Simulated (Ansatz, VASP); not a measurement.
**Two plane-wave programs on SrAlO4**

INCAR

```
ALGO = Normal
EDIFF = 1E-6
ENCUT = 520
GGA = PE
ISIF = 2
ISMEAR = 0
ISPIN = 2
LASPH = True
LCHARG = False
LORBIT = 11
LREAL = False
LWAVE = False
MAGMOM = 0 0 0 0 0.42 0.42 0.42 0.42 0 0 0 0
NBANDS = 53
NELM = 150
PREC = Accurate
SIGMA = 0.1
```

The input KPOINTS:

```
k-points
0
Gamma
  4 2 2
```

POSCAR

```
SrAlO4
1.0
   -4.6392034384      0.0000000000      0.0018124274
    0.2117627050      0.0000000000     -6.0064787290
    0.0000000000     -6.1669797047      0.0000000000
Sr Al O
2 2 8
Direct
    0.5000000000      0.2500000000      0.7280854869
    0.5000000000      0.7500000000      0.2719145131
    1.0000000000      0.7500000000      0.7628264675
    1.0000000000      0.2500000000      0.2371735325
    0.2896544195      0.8664657724      0.6168437591
    0.7103455805      0.6335342276      0.6168437591
    0.7103455805      0.1335342276      0.3831562409
    0.2896544195      0.3664657724      0.3831562409
    0.1364633770      0.5363436427      0.9414242550
    0.8635366230      0.9636563573      0.9414242550
    0.8635366230      0.4636563573      0.0585757450
    0.1364633770      0.0363436427      0.0585757450
```

Input for Ansatz:

```yaml
crystal:
  lattice:
    - [-4.6392034384, 0.0, 0.0018124274]
    - [0.211762705, 0.0, -6.006478729]
    - [0.0, -6.1669797047, 0.0]
  atoms:
    - { symbol: Sr, position: [0.5, 0.25, 0.7280854869] }
    - { symbol: Sr, position: [0.5, 0.75, 0.2719145131] }
    - { symbol: Al, position: [1.0, 0.75, 0.7628264675] }
    - { symbol: Al, position: [1.0, 0.25, 0.2371735325] }
    - { symbol: O, position: [0.2896544195, 0.8664657724, 0.6168437591], spin: 0.42 }
    - { symbol: O, position: [0.7103455805, 0.6335342276, 0.6168437591], spin: 0.42 }
    - { symbol: O, position: [0.7103455805, 0.1335342276, 0.3831562409], spin: 0.42 }
    - { symbol: O, position: [0.2896544195, 0.3664657724, 0.3831562409], spin: 0.42 }
    - { symbol: O, position: [0.136463377, 0.5363436427, 0.941424255] }
    - { symbol: O, position: [0.863536623, 0.9636563573, 0.941424255] }
    - { symbol: O, position: [0.863536623, 0.4636563573, 0.058575745] }
    - { symbol: O, position: [0.136463377, 0.0363436427, 0.058575745] }
basis:
  ecutwfc: 420
kpoints:
  mp_grid: { grid: [4, 2, 2] }
hamiltonian:
  xc: pbe
scf:
  occupations: { method: gaussian, width: 0.1 }
  lower_state_search: "off"
output:
  forces: true
  stress: true
  eigenvalues: true
  populations: true
magnetization:
  spin_polarized: true
```

Alike in both runs: task single point; functional PBE; k mesh 4 × 2 × 2; occupations gaussian, width 0.1 eV; collinear spin.

```csv
,VASP,Ansatz
version,VASP 6.6.1,Ansatz 0.2.0
potentials or method,"VASP PAW PBE potentials, release 64 (Sr_sv, Al, O), cutoff 520 eV","scalar-relativistic, plane waves, PAW"
valence electrons in the cell,74,74
```

Ansatz gave:

| Property | Result |
| --- | --- |
| pressure (GPa) | 0.0 |
| traceless stress, the component that is largest in VASP (GPa) | -0.02 |
| rms of the force components (eV/Å) | 0.005 |
| net moment per atom (μB) | 0.17 |
| size of the moment on the site where the two differ most (μB) | 0.38 |

What did VASP give for the same quantities?

Pressure (GPa): 0.0; traceless stress, the component that is largest in VASP (GPa): 0.12; rms of the force components (eV/Å): 0.086; net moment per atom (μB): 0.00; size of the moment on the site where the two differ most (μB): 0.00.

The net moments are unlike, so the other rows may belong to different states. Site moments also hang on the region over which each program counts them. Atom by atom the forces differ by 0.089 eV/Å (rms over components).

The k mesh is coarse, so the values compare programs but aren't converged.
